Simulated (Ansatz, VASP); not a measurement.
## Si: VASP beside Ansatz

The input POSCAR:

```
Si
1.0
    0.0000000000      2.7135600000      2.7135600000
    2.7135600000      0.0000000000      2.7135600000
    2.7135600000      2.7135600000      0.0000000000
Si
2
Direct
    0.2500000000      0.2500000000      0.2500000000
    0.0000000000      0.0000000000      0.0000000000
```

INCAR.step1

```
SYSTEM = Si
PREC = Accurate ; ENCUT = 600
ISMEAR = -1 ; SIGMA = 0.08
LREAL = .FALSE. ; LASPH = .TRUE.
NELM = 60 ; GGA = PE
ALGO = Normal ; EDIFF = 1E-4
LWAVE = .TRUE. ; LCHARG = .FALSE.
```

Contents of INCAR.step2:

```
SYSTEM = Si
PREC = Accurate ; ENCUT = 600
EDIFF = 1E-6 ; ISMEAR = -1
SIGMA = 0.08 ; LREAL = .FALSE.
LASPH = .TRUE. ; NELM = 60
ALGO = Normal ; ISIF = 3
LWAVE = .FALSE. ; LCHARG = .FALSE.
METAGGA = R2SCAN ; LMIXTAU = .TRUE.
IBRION = 2 ; NSW = 100
EDIFFG = -0.002 ; ISTART = 1
```

Contents of KPOINTS:

```
Automatic mesh
0
G
  12 12 12
  0 0 0
```

Input for Ansatz:

```yaml
crystal:
  lattice:
    - [0.0, 2.71356, 2.71356]
    - [2.71356, 0.0, 2.71356]
    - [2.71356, 2.71356, 0.0]
  atoms:
    - { symbol: Si, position: [0.25, 0.25, 0.25] }
    - { symbol: Si, position: [0.0, 0.0, 0.0] }
kpoints:
  mp_grid: { grid: [12, 12, 12] }
scf:
  occupations: { method: fermi_dirac, width: 0.08 }
hamiltonian:
  xc: r2scan
  pseudopotentials: { kind: paw }
relax:
  f_tol: 0.002
  max_steps: 80
  cell: {}
output:
  forces: true
  stress: true
  write_density: true
  write_potential: true
  elf: true
  volumetric_format: npy
```

Alike in both runs: task relaxation of cell and atoms; functional r2SCAN; k mesh 12 × 12 × 12; occupations fermi-dirac, width 0.08 eV; no spin polarisation.

```csv
,VASP,Ansatz
version,VASP 6.6.1,Ansatz 0.2.0
potentials or method,"VASP PAW PBE potentials, release 64 (Si)","PAW with Ansatz's default frozen-core files, scalar-relativistic"
plane-wave cutoff (eV),600,500
valence electrons in the cell,8,8
```

```tsv
	VASP	Ansatz	Ansatz less VASP
relaxed volume (Å³/atom)	20.12	20.17	+0.050
relaxed length of the cell vector where the two differ most in proportion (Å)	3.846	3.850	+0.0032
```

VASP's potentials were made for PBE, not for r2SCAN.
